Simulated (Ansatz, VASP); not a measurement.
## WSe2 in VASP and in Ansatz

Contents of INCAR:

```
SYSTEM = WSe2
  PREC = Accurate
  ENCUT = 600
  EDIFF = 1E-6
  ISMEAR = 0
  SIGMA = 0.02
  LREAL = .False.
  LASPH = .True.
  NELM = 60
  ALGO = Normal
  ISIF = 3
  LWAVE = .False.
  LCHARG = .False.
  GGA = PS
  IBRION = 2
  NSW = 100
  EDIFFG = -0.005
```

File KPOINTS:

```
Automatic mesh
0
Gamma
  12 12 2
  0 0 0
```

File POSCAR:

```
WSe2
1.0
    3.3199329218      0.0000000000      0.0000000000
   -1.6599664609      2.8751462491      0.0000000000
    0.0000000000      0.0000000000     13.7371873000
W Se
2 4
Direct
    0.6666666700      0.3333333300      0.7500000000
    0.3333333300      0.6666666700      0.2500000000
    0.3333333300      0.6666666700      0.8710007900
    0.6666666700      0.3333333300      0.3710007900
    0.3333333300      0.6666666700      0.6289992100
    0.6666666700      0.3333333300      0.1289992100
```

Input for Ansatz:

```yaml
crystal:
  lattice:
    - [3.3199329218, 0.0, 0.0]
    - [-1.6599664609, 2.8751462491, 0.0]
    - [0.0, 0.0, 13.7371873]
  atoms:
    - { symbol: W, position: [0.66666667, 0.33333333, 0.75] }
    - { symbol: W, position: [0.33333333, 0.66666667, 0.25] }
    - { symbol: Se, position: [0.33333333, 0.66666667, 0.87100079] }
    - { symbol: Se, position: [0.66666667, 0.33333333, 0.37100079] }
    - { symbol: Se, position: [0.33333333, 0.66666667, 0.62899921] }
    - { symbol: Se, position: [0.66666667, 0.33333333, 0.12899921] }
basis:
  ecutwfc: 420
kpoints:
  mp_grid: { grid: [12, 12, 2] }
hamiltonian:
  xc: pbesol
scf:
  occupations: { method: gaussian, width: 0.02 }
output:
  forces: true
  stress: true
  eigenvalues: true
relax:
  adjacent_minimum: "off"
  f_tol: 0.005
  max_steps: 80
  cell: { stress_tol: 0.05 }
```

Alike in both runs: task relaxation of cell and atoms; functional PBEsol; k mesh 12 × 12 × 2; occupations gaussian, width 0.02 eV; no spin polarisation.

|  | VASP | Ansatz |
| --- | --- | --- |
| version | VASP 6.6.1 | Ansatz 0.2.0 |
| potentials or method | VASP PAW PBE potentials, release 64 (W_sv, Se), cutoff 600 eV | scalar-relativistic, plane waves, PAW |
| valence electrons in the cell | 52 | 92 |

|  | VASP | Ansatz | Ansatz less VASP |
| --- | --- | --- | --- |
| gap on the k mesh at the Fermi level, each at its own relaxed structure (eV) | 1.04 | 1.04 | +0.002 |
| relaxed volume (Å³/atom) | 20.49 | 20.42 | -0.063 |
| relaxed cell length with the largest relative difference (Å) | 13.241 | 13.224 | -0.0169 |

VASP's potentials were made for PBE, not for PBEsol. VASP's potentials hold 52 valence electrons a cell and Ansatz's 92, so a difference there can come from the potentials and not from the codes.

Neither program's run includes spin-orbit coupling.
